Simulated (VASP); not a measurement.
A run of VASP 6.6.1:

The input INCAR:

```
PREC = Accurate ; ENCUT = 520
EDIFF = 1E-6 ; ISMEAR = 0
SIGMA = 0.05 ; LREAL = False
LASPH = True ; NELM = 100
ALGO = Normal ; ISIF = 2
LWAVE = False ; LCHARG = False
GGA = PS ; NBANDS = 16
```

KPOINTS

```
Automatic mesh
0
Gamma
  12 12 8
```

Contents of POSCAR:

```
Se
1.0
    4.0382592620      0.0000000000      0.0000000000
   -2.0191296310      3.4972351079      0.0000000000
    0.0000000000      0.0000000000      5.1216285832
Se
3
Direct
    0.2487173118      0.0000000000      0.8333333333
    0.0000000000      0.2487173118      0.1666666667
    0.7512826882      0.7512826882      0.5000000000
```

Potentials or basis: VASP PAW PBE potentials, release 64 (Se).

Run with:

```console
$ cat potpaw_PBE.64/Se/POTCAR > POTCAR
$ mpirun -np 1 vasp_std > vasp.out
```

Hardware: 1 thread of Intel(R) Xeon(R) Platinum 8259CL CPU @ 2.50GHz (Skylake/Cascade Lake), with other jobs on the host.

Problem. How long does it take, and how much memory?

Solution. It took 91 s on 1 thread of Intel(R) Xeon(R) Platinum 8259CL CPU @ 2.50GHz (Skylake/Cascade Lake), on a shared host, peak memory 0.26 GiB. Counts: scf iterations 11, k points 131.
